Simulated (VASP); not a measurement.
A run of VASP 6.6.1:

Contents of INCAR:

```
SYSTEM = SnSe
ALGO     = Normal         ! electronic algorithm
EDIFF    = 1E-6           ! SCF threshold, eV
ENCUT    = 520            ! plane-wave cutoff, eV
GGA      = PE             ! functional
ISIF     = 2              ! what is computed and relaxed
ISMEAR   = 0              ! smearing method
IVDW     = 12             ! dispersion correction
LASPH    = .TRUE.         ! aspherical terms in the spheres
LCHARG   = .FALSE.        ! write CHGCAR
LREAL    = .FALSE.        ! projectors in reciprocal space
LWAVE    = .FALSE.        ! write WAVECAR
NBANDS   = 28             ! bands
NELM     = 100            ! most SCF steps
PREC     = Accurate       ! precision mode
SIGMA    = 0.05           ! smearing width, eV
```

KPOINTS

```
k-points
0
G
  8 8 8
  0 0 0
```

Contents of POSCAR:

```
SnSe
1.0
    2.2157359224     -6.0174452371      0.0000000000
    2.2157359224      6.0174452371      0.0000000000
    0.0000000000      0.0000000000      4.0845215295
Sn Se
2 2
Direct
    0.8800000000      0.1200000000      0.2500000000
    0.1200000000      0.8800000000      0.7500000000
    0.6440000000      0.3560000000      0.2500000000
    0.3560000000      0.6440000000      0.7500000000
```

Potentials or basis: VASP PAW PBE potentials, release 64 (Sn_d, Se).

Command:

```bash
$ cat potpaw_PBE.64/Sn_d/POTCAR potpaw_PBE.64/Se/POTCAR > POTCAR
$ mpirun -np 1 vasp_std > vasp.out
```

Hardware: 1 thread of Intel Xeon 8259CL (shared host).

Question: How long does it take, and how much memory?

Answer: Wall time 4.3 min on 1 thread of Intel Xeon 8259CL, with other jobs on the host, peak memory 0.44 GiB. Counts: scf iterations 12, k points 105.
